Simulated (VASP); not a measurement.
MnN: single point with PBE

MnN, in a box:

```
Mn N
1.0
     8.00001    0.00000    0.00000
     0.00000    8.00001    0.00000
     0.00000    0.00000    8.00001
Mn N
1 1
Cartesian
  2.9000 4.0000 4.0000
  2.9000 5.3965 5.8620
```

| Quantity | Value |
| --- | --- |
| Program | VASP 6.6.1 |
| Task | single point |
| Functional | PBE |
| Potentials or basis | VASP PAW PBE potentials, release 64 (Mn_pv, N) |
| Cutoff | 520 eV |
| k mesh | 1 × 1 × 1 |
| Occupations | fermi-dirac, width 0.05 eV |
| Spin | collinear spin, ferrimagnetic start |
| Starting moments | [3.46, -0.68] μB |

* Largest force: 2.125 eV/Å
* Gap between the frontier levels: 0.22 eV
* Net moment: 3.77 μB per cell
* Site moments: Mn +4.62; N -1.13 μB
* Valence electrons inside the program's atomic spheres: Mn 11.20; N 3.34

Forces in eV/Å, atoms in the order of the input:
```
Mn   0.000  1.284  1.693
N    0.000 -1.284 -1.693
```

Levels at points of the mesh, in eV from the valence-band top:
Spin up:
| k point | band 9 | band 10 | band 11 | band 12 | band 13 | band 14 |
| --- | --- | --- | --- | --- | --- | --- |
| (0.00, 0.00, 0.00) | -3.86 | -2.09 | 0.00 | 0.66 | 0.68 | 2.72 |
Spin down:
| k point | band 5 | band 6 | band 7 | band 8 | band 9 | band 10 |
| --- | --- | --- | --- | --- | --- | --- |
| (0.00, 0.00, 0.00) | -2.49 | -2.48 | -2.06 | 0.22 | 0.30 | 0.36 |

Wall time 5 min on 1 thread of Intel(R) Xeon(R) 6975P-C (Granite Rapids), with other jobs on the host, peak memory 0.63 GiB.
